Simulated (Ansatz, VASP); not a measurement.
# Te in VASP and in Ansatz

```
Te
1.0
     4.63249    0.00000    0.00000
    -2.31624    4.01185    0.00000
     0.00000    0.00000    5.88690
Te
3
Direct
  0.25359 0.00000 0.33333
  0.00000 0.25359 0.66667
  0.74641 0.74641 0.00000
```

Alike in both runs: task single point; functional r2SCAN; k mesh 7 × 7 × 5; occupations fermi-dirac, width 0.05 eV; no spin polarisation.

|  | VASP | Ansatz |
| --- | --- | --- |
| version | VASP 6.6.1 | Ansatz 0.2.0 |
| potentials or method | VASP PAW PBE potentials, release 64 (Te), cutoff 520 eV | plane waves (500 eV) with PAW, scalar-relativistic |
| valence electrons in the cell | 18 | 48 |

```tsv
	VASP	Ansatz	Ansatz less VASP
pressure (GPa)	0.0	0.0	-0.04
traceless stress, the component that is largest in VASP (GPa)	0.09	0.06	-0.032
```

VASP's potentials were made for PBE, not for r2SCAN. VASP's potentials hold 18 valence electrons a cell and Ansatz's 48, so a difference there can come from the potentials and not from the codes.

Spin-orbit coupling is off throughout.
